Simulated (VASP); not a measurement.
A run of VASP 6.6.1 is set up as follows.

Contents of POSCAR:

```
CdS
1.0
    0.0000000000      2.7495395470      2.7495395470
    2.7495395470      0.0000000000      2.7495395470
    2.7495395470      2.7495395470      0.0000000000
Cd S
1 1
Direct
   -0.0106154634      0.0106154634      0.0106154634
    0.5372216687      0.4627783313      0.4627783313
```

INCAR.step1

```
SYSTEM = CdS
PREC = Accurate
ENCUT = 520
ISMEAR = 0
SIGMA = 0.05
LREAL = .FALSE.
LASPH = .TRUE.
NELM = 100
NBANDS = 16
GGA = PE
ALGO = Normal
EDIFF = 1E-4
LWAVE = .TRUE.
LCHARG = .FALSE.
```

The input INCAR.step2:

```
SYSTEM = CdS
PREC = Accurate
ENCUT = 520
EDIFF = 1E-6
ISMEAR = 0
SIGMA = 0.05
LREAL = .FALSE.
LASPH = .TRUE.
NELM = 100
ALGO = Normal
ISIF = 2
LWAVE = .FALSE.
LCHARG = .TRUE.
METAGGA = R2SCAN
LMIXTAU = .TRUE.
LELF = .TRUE.
LVHAR = .TRUE.
NBANDS = 16
ISTART = 1
```

The input KPOINTS:

```
Automatic mesh
0
G
  8 8 8
  0 0 0
```

Potentials or basis: VASP PAW PBE potentials, release 64 (Cd, S).

The run is started by

```console
$ cat potpaw_PBE.64/Cd/POTCAR potpaw_PBE.64/S/POTCAR > POTCAR
$ cp INCAR.step1 INCAR
$ mpirun -np 1 vasp_std > vasp.out
$ cp INCAR.step2 INCAR
$ mpirun -np 1 vasp_std > vasp.out
```

Task: What does it give for the pressure?

Result: 0.5 GPa.

Task: Predict the band gap on the k mesh.

Result: 0.86 eV, indirect (least direct gap 2.11 eV).

Task: Estimate the largest force.

Result: 0.679 eV/Å.

Stress tensor (GPa, compression positive):
```
 5.12  0.00  0.00
 0.00 -1.80  0.00
 0.00  0.00 -1.80
```

Caveat: the PAW data sets were made with another functional, which shifts forces and pressure a little. A k mesh can miss the band edges.
